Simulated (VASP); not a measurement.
# NaF (Fm-3m) in VASP: single point with PBE

Aim: the single point of NaF with PBE.

Everything below comes from runs of VASP 6.6.1. Logs are shortened: lines on timing, memory, paths and dates and some standing lists are left out, and cuts for length are marked.

## 1. The cell of the first run

The structure is cubic, space group Fm-3m (No. 225). The conventional cell has a = 4.705 Å, b = 4.705 Å, c = 4.705 Å, α = 90.00°, β = 90.00°, γ = 90.00°. F (site symmetry m-3m) has 6 Na at 2.35 Å within 3.1 Å. Within 3.1 Å of Na (site symmetry m-3m) lie 6 F at 2.35 Å.

## 2. Single point, PBE

The input, INCAR:

```
PREC = Accurate
ENCUT = 520
EDIFF = 1E-6
ISMEAR = -1
SIGMA = 0.1
LREAL = False
LASPH = True
NELM = 100
ALGO = Normal
ISIF = 2
LWAVE = False
LCHARG = True
GGA = PE
LELF = True
LVHAR = True
NBANDS = 14
```

The input, KPOINTS:

```
Automatic mesh
0
Gamma
  9 9 9
```

The input, POSCAR:

```
NaF
1.0
    0.0000000000      2.3526845600      2.3526845600
    2.3526845600      0.0000000000      2.3526845600
    2.3526845600      2.3526845600      0.0000000000
F Na
1 1
Direct
    0.5000000000      0.5000000000      0.5000000000
    0.0000000000      0.0000000000      0.0000000000
```

Potentials or basis: VASP PAW PBE potentials, release 64 (F, Na_pv).

Started as:

```
$ cat potpaw_PBE.64/F/POTCAR potpaw_PBE.64/Na_pv/POTCAR > POTCAR
$ mpirun -np 1 vasp_std > vasp.out
```

OUTCAR:

```text
PREC = Accurate
   ENCUT = 520
   EDIFF = 1E-6
   ISMEAR = -1
   LREAL = False
   LASPH = True
   NELM = 100
   ISIF = 2
   GGA = PE

 ion  position               nearest neighbor table
   1  0.500  0.500  0.500-
   2  0.000  0.000  0.000-

  LATTYP: Found a face centered cubic cell.
 ALAT       =     4.7053691200

  Lattice vectors:

 A1 = (   0.0000000000,   2.3526845600,   2.3526845600)
 A2 = (   2.3526845600,   0.0000000000,   2.3526845600)
 A3 = (   2.3526845600,   2.3526845600,   0.0000000000)

Analysis of symmetry for initial positions (statically):
=====================================================================
 Subroutine PRICEL returns:
 Original cell was already a primitive cell.

 Routine SETGRP: Setting up the symmetry group for a
 face centered cubic supercell.

 Subroutine GETGRP returns: Found 48 space group operations
 (whereof 48 operations were pure point group operations)
 out of a pool of 48 trial point group operations.

The static configuration has the point symmetry O_h .

Analysis of symmetry for dynamics (positions and initial velocities):
=====================================================================
 Subroutine PRICEL returns:
 Original cell was already a primitive cell.

 Routine SETGRP: Setting up the symmetry group for a
 face centered cubic supercell.

 Subroutine GETGRP returns: Found 48 space group operations
 (whereof 48 operations were pure point group operations)
 out of a pool of 48 trial point group operations.

The dynamic configuration has the point symmetry O_h .

 Subroutine INISYM returns: Found 48 space group operations
 (whereof 48 operations are pure point group operations),
 and found     1 'primitive' translations

----------------------------------------------------------------------------------------

                                     Primitive cell

  volume of cell :      26.0448

  direct lattice vectors                    reciprocal lattice vectors
     0.000000000  2.352684560  2.352684560    -0.212523178  0.212523178  0.212523178
     2.352684560  0.000000000  2.352684560     0.212523178 -0.212523178  0.212523178
     2.352684560  2.352684560  0.000000000     0.212523178  0.212523178 -0.212523178

  length of vectors
     3.327198413  3.327198413  3.327198413     0.368100942  0.368100942  0.368100942

  position of ions in fractional coordinates (direct lattice)
     0.500000000  0.500000000  0.500000000
     0.000000000  0.000000000  0.000000000

  ion indices of the primitive-cell ions
   primitive index   ion index
                 1           1
                 2           2

----------------------------------------------------------------------------------------

 KPOINTS: Automatic mesh

Automatic generation of k-mesh.
 Grid dimensions read from file:
 generate k-points for:    9    9    9

 Generating k-lattice:

  Cartesian coordinates                     Fractional coordinates (reciprocal lattice)
    -0.023613686  0.023613686  0.023613686     0.111111111  0.000000000  0.000000000
     0.023613686 -0.023613686  0.023613686     0.000000000  0.111111111  0.000000000
     0.023613686  0.023613686 -0.023613686     0.000000000  0.000000000  0.111111111

  Length of vectors
     0.040900105  0.040900105  0.040900105

  Shift w.r.t. Gamma in fractional coordinates (k-lattice)
     0.000000000  0.000000000  0.000000000

 Subroutine IBZKPT returns following result:
 ===========================================

 Found     35 irreducible k-points:

 Following reciprocal coordinates:
            Coordinates               Weight
  0.000000  0.000000  0.000000      1.000000
  0.111111  0.000000  0.000000      8.000000
  0.222222  0.000000  0.000000      8.000000
  0.333333  0.000000  0.000000      8.000000
  0.444444  0.000000  0.000000      8.000000
  0.111111  0.111111  0.000000      6.000000
[... 16 lines left out ...]
 -0.333333  0.333333  0.000000     12.000000
  0.444444  0.444444  0.000000      6.000000
 [... further k-points ...]
   k-points           NKPTS =     35   k-points in BZ     NKDIM =     35   number of bands    NBANDS=     14
   number of dos      NEDOS =    301   number of ions     NIONS =      2
   total plane-waves  NPLWV =  21952
   dimension x,y,z NGX =    28 NGY =   28 NGZ =   28
   dimension x,y,z NGXF=    56 NGYF=   56 NGZF=   56
   ions per type =               1   1
   NGX,Y,Z   is equivalent  to a cutoff of  13.99, 13.99, 13.99 a.u.
   NGXF,Y,Z  is equivalent  to a cutoff of  27.98, 27.98, 27.98 a.u.
 SYSTEM =  unknown system
   PREC   = accura    normal or accurate (medium, high low for compatibility)
   ISTART =      0    job   : 0-new  1-cont  2-samecut
   ICHARG =      2    charge: 1-file 2-atom 10-const
   ISPIN  =      1    spin polarized calculation?
   LNONCOLLINEAR =      F non collinear calculations
   LSORBIT =      F    spin-orbit coupling
   LASPH  =      T    aspherical Exc in radial PAW
   ENCUT  =  520.0 eV  38.22 Ry    6.18 a.u.   6.19  6.19  6.19*2*pi/ulx,y,z
   NELM   =    100;   NELMIN=  2; NELMDL= -5     # of ELM steps
   EDIFF  = 0.1E-05   stopping-criterion for ELM
   LREAL  =      F    real-space projection
   EDIFFG = 0.1E-04   stopping-criterion for IOM
   NSW    =      0    number of steps for IOM
   IBRION =     -1    ionic relax: 0-MD 1-quasi-New 2-CG
   NFREE  =      0    steps in history (QN), initial steepest desc. (CG)
   ISIF   =      2    stress and relaxation
   ISYM   =      2    0-nonsym 1-usesym 2-fastsym
   POTIM  = 0.5000    time-step for ionic-motion
   TEBEG  =    0.0;   TEEND  =   0.0 temperature during run
   PSTRESS=    0.0 pullay stress
   NELECT =      14.0000    total number of electrons
   NUPDOWN=      -1.0000    fix difference up-down
   EMIN   =  10.00;   EMAX   =-10.00  energy-range for DOS
   EFERMI =   0.00;   METHOD = LEGACY
   ISMEAR =    -1;   SIGMA  =   0.10  broadening in eV -4-tet -1-fermi 0-gaus
   EFERMI_NEDOS =   21; number of points for ismear=-14 and -15
   IALGO  =     38    algorithm
   IMIX   =      4    mixing-type and parameters
     AMIX     =   0.40;   BMIX     =  1.00
     AMIX_MAG =   1.60;   BMIX_MAG =  1.00
  volume/ion in A,a.u.               =      13.02        87.88
  Fermi-wavevector in a.u.,A,eV,Ry     =   1.331099  2.515413 24.107150  1.771826
  Thomas-Fermi vector in A             =   2.460136
   LORBIT       =      0    0 simple, 1 ext, 2 COOP (PROOUT), +10 PAW based schemes
   GGA     = PE    functional components
   LHFCALC =     F    Hartree Fock is set to
   AEXX    =    0.0000 exact exchange contribution
   IVDW    =     0    specifies the selected vdW correction
   LEPSILON=     F    determine dielectric tensor
   LRPA    =     F    only Hartree local field effects (RPA)
 non-spin polarized calculation
  energy-cutoff  :      520.00
  volume of cell :       26.04
 maximum number of plane-waves:       725
 NGX is ok and might be reduce to    28
   NGX = 13   NGY = 13   NGZ = 13

 number of electron      14.0000001 magnetization

 Free energy of the ion-electron system (eV)
  ---------------------------------------------------
  ext. energy  EPLUGINS =         0.00000000
  ---------------------------------------------------
  free energy    TOTEN  =        -8.56946402 eV

  energy without entropy =       -8.56946402  energy(sigma->0) =       -8.56946402

 E-fermi :  -0.0709     XC(G=0):  -8.9390

 val. band max:       -2.2766944345   @ k =   0.0000   0.0000   0.0000
 cond. band min:       3.7811916460   @ k =   0.0000   0.0000   0.0000
 fundamental gap:      6.0578860805
 Fermi energy:        -0.0708581656

 k-point     1 :       0.0000    0.0000    0.0000
  band No.  band energies     occupation
      1     -21.3769      2.00000
      2     -21.3630      2.00000
      3     -21.3630      2.00000
      4     -21.3630      2.00000
      5      -2.2767      2.00000
      6      -2.2767      2.00000
      7      -2.2767      2.00000
      8       3.7812      0.00000
      9      16.3707      0.00000
     10      16.3707      0.00000
     11      16.3707      0.00000
     12      19.1398      0.00000
     13      21.2658      0.00000
     14      21.2658      0.00000

 k-point     2 :       0.1111    0.0000    0.0000
  band No.  band energies     occupation
      1     -21.6153      2.00000
      2     -21.3642      2.00000
      3     -21.3642      2.00000
      4     -21.1098      2.00000
      5      -2.5015      2.00000
      6      -2.3044      2.00000
      7      -2.3044      2.00000
      8       4.2047      0.00000
      9      14.9095      0.00000
     10      16.5457      0.00000
     11      16.5457      0.00000
     12      20.7003      0.00000
     13      20.7464      0.00000
     14      20.7464      0.00000

 k-point     3 :       0.2222    0.0000    0.0000
  band No.  band energies     occupation
      1     -21.8204      2.00000
      2     -21.3674      2.00000
      3     -21.3674      2.00000
      4     -20.8682      2.00000
      5      -2.9918      2.00000
      6      -2.3739      2.00000
      7      -2.3739      2.00000
      8       5.2711      0.00000
      9      13.0042      0.00000
     10      16.9536      0.00000
     11      16.9536      0.00000
     12      20.0759      0.00000
     13      20.0759      0.00000
     14      21.4531      0.00000
[... 324 lines left out ...]
 k-point    23 :      -0.3333    0.3333    0.0000
  band No.  band energies     occupation
      1     -21.8189      2.00000
      2     -21.4464      2.00000
      3     -21.3882      2.00000
      4     -20.7540      2.00000
      5      -3.2398      2.00000
      6      -3.1305      2.00000
      7      -2.5911      2.00000
      8       9.5992      0.00000
      9      10.7406      0.00000
     10      12.6531      0.00000
     11      17.1258      0.00000
     12      17.1706      0.00000
     13      22.3281      0.00000
     14      24.9255      0.00000

 k-point    24 :       0.4444    0.4444    0.0000
  band No.  band energies     occupation
      1     -21.5346      2.00000
      2     -21.4068      2.00000
      3     -21.4068      2.00000
      4     -21.1009      2.00000
      5      -3.4690      2.00000
      6      -2.6491      2.00000
      7      -2.6491      2.00000
      8       9.5775      0.00000
      9      10.9493      0.00000
     10      11.8501      0.00000
     11      16.8868      0.00000
     12      16.8868      0.00000
     13      21.0267      0.00000
     14      25.4729      0.00000

 [... further k-points ...]

------------------------ aborting loop because EDIFF is reached ----------------------------------------

  FORCE on cell =-STRESS in cart. coord.  units (eV):
  Direction    XX          YY          ZZ          XY          YZ          ZX
  --------------------------------------------------------------------------------------
  -------------------------------------------------------------------------------------
  Total       -0.0458641     -0.0458641     -0.0458641      0.0000000      0.0000000      0.0000000
  in kB       -2.8213831     -2.8213831     -2.8213831      0.0000000      0.0000000      0.0000000
  external PRESSURE =      -2.8213831 kB  Pullay stress =       0.0000000 kB

 VOLUME and BASIS-vectors are now :
 -----------------------------------------------------------------------------
  energy-cutoff  :      520.00
  volume of cell :       26.04
      direct lattice vectors                 reciprocal lattice vectors
     0.000000000  2.352684560  2.352684560    -0.212523178  0.212523178  0.212523178
     2.352684560  0.000000000  2.352684560     0.212523178 -0.212523178  0.212523178
     2.352684560  2.352684560  0.000000000     0.212523178  0.212523178 -0.212523178

 POSITION                                       TOTAL-FORCE (eV/Angst)
 -----------------------------------------------------------------------------------
      2.35268      2.35268      2.35268        -0.000000     -0.000000     -0.000000
      0.00000      0.00000      0.00000         0.000000      0.000000      0.000000
 -----------------------------------------------------------------------------------
    total drift:                                0.000000      0.000000      0.000000

  FREE ENERGIE OF THE ION-ELECTRON SYSTEM (eV)
  ---------------------------------------------------
  free  energy   TOTEN  =        -8.5694640247 eV

  energy  without entropy=       -8.5694640245  energy(sigma->0) =       -8.56946402
```

Wall time 21 s (1 thread of Intel Xeon 8259CL, shared host); peak memory 0.15 GiB.

Results:

- Free energy: -8.5695 eV
- Pressure: -0.3 GPa
- Band gap on the k mesh: 6.06 eV

Caveat: an odd mesh through Γ misses points on the zone boundary, where band edges can lie.
